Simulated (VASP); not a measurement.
Write the native input for VASP 6.6.1 that does the following.

```
Task                   : relaxation of cell and atoms
Functional             : PBE
Potentials or basis    : VASP PAW PBE potentials, release 64 (K_sv)
Cutoff                 : 600 eV
k mesh                 : 14 × 14 × 14
Occupations            : fermi-dirac, width 0.1 eV
Spin                   : no spin polarisation
Target pressure        : 14 GPa
Dipole correction      : no
Further INCAR settings : ALGO = Normal; EDIFF = 1e-06; IBRION = 2; EDIFFG = -0.005; NSW = 60; ISIF = 3
```

The structure of K lies in POSCAR:

```
K
1.0
   -1.9939202873      1.9939202873      1.9939202873
    1.9939202873     -1.9939202873      1.9939202873
    1.9939202873      1.9939202873     -1.9939202873
K
1
Direct
    0.0000000000      0.0000000000      0.0000000000
```

The input as run:

INCAR

```
PREC = Accurate
ENCUT = 600
EDIFF = 1E-6
ISMEAR = -1
SIGMA = 0.1
LREAL = F
LASPH = T
NELM = 60
ALGO = Normal
ISIF = 3
LWAVE = F
LCHARG = F
GGA = PE
IBRION = 2
NSW = 60
EDIFFG = -0.005
PSTRESS = 140.0
```

KPOINTS

```
Automatic mesh
0
Gamma
  14 14 14
```

Potentials or basis: VASP PAW PBE potentials, release 64 (K_sv).

The run is started by

```console
$ cat potpaw_PBE.64/K_sv/POTCAR > POTCAR
$ mpirun -np 1 vasp_std > vasp.out
```

Results of the run:

```
Relaxed volume                                         : 31.66 Å³/atom
Relaxed cell                                           : a = 3.452 Å, b = 3.452 Å, c = 3.452 Å, α = 109.47°, β = 109.47°, γ = 109.47°
Space group after relaxing (to 0.05 Å)                 : Im-3m (No. 229)
Energy change on relaxing (the enthalpy is what falls) : +4.0 meV/atom
Ionic steps                                            : 2
Pressure after relaxing                                : 14.0 GPa
```

Caveat: the cell is relaxed towards a set pressure, so the enthalpy falls and the energy may rise.

Run time: 23 s on 1 thread of AMD EPYC 9R45 96-Core Processor (Zen 5), on a shared host, peak memory 0.15 GiB.
